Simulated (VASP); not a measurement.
# Bi3Te2 (P-3m1) in VASP: notebook, part 3 of 3

VASP 6.6.1. Earlier steps stand in the parts before.

### Step 7. Summary

```tsv
task	cell	k mesh	cutoff (eV)	gap on the mesh (eV)	pressure (GPa)	relaxed volume (Å³/atom)	largest force (eV/Å)
single point	a = 4.859, b = 4.859, c = 7.560 Å, angles 90.0, 90.0, 120.0°, 5 atoms, atomic positions A	6 × 6 × 4	520	none	11.2	-	1.92
single point	a = 5.546, b = 5.546, c = 6.842 Å, angles 90.0, 90.0, 120.0°, 5 atoms, atomic positions B	6 × 6 × 2	520	none	0.1	-	0.03
single point	a = 5.679, b = 5.679, c = 6.474 Å, angles 90.0, 90.0, 120.0°, 5 atoms, atomic positions C	6 × 6 × 4	520	none	-0.1	-	0.04
relaxation of cell and atoms	relaxed from a = 4.859, b = 4.859, c = 7.560 Å, angles 90.0, 90.0, 120.0°, 5 atoms, atomic positions A	6 × 6 × 2	600	none	0.1	36.63	0.03
relaxation of cell and atoms	relaxed from a = 5.546, b = 5.546, c = 6.842 Å, angles 90.0, 90.0, 120.0°, 5 atoms, atomic positions B	6 × 6 × 4	600	none	0.0	36.07	0.04
```

Alike in all rows: level PBE; potentials or basis VASP PAW PBE potentials, release 64 (Bi_d, Te); no spin polarisation; smearing gaussian 0.1 eV.

Caveats: some runs use coarse meshes; spin-orbit coupling is left out, which moves the levels of the heavy elements; this functional lacks dispersion, which binds layers or chains, so the pressure and a relaxed spacing across them are unreliable (at least some runs); the cell stands under pressure (at least some runs); forces of over 1 eV/Å act on the atoms, so gaps and moduli don't describe the material at rest (at least some runs); the volume moved by over 15 % at a fixed basis, so the end points are rough (at least some runs).

Absolute energies hang on the potentials; compare differences alone.
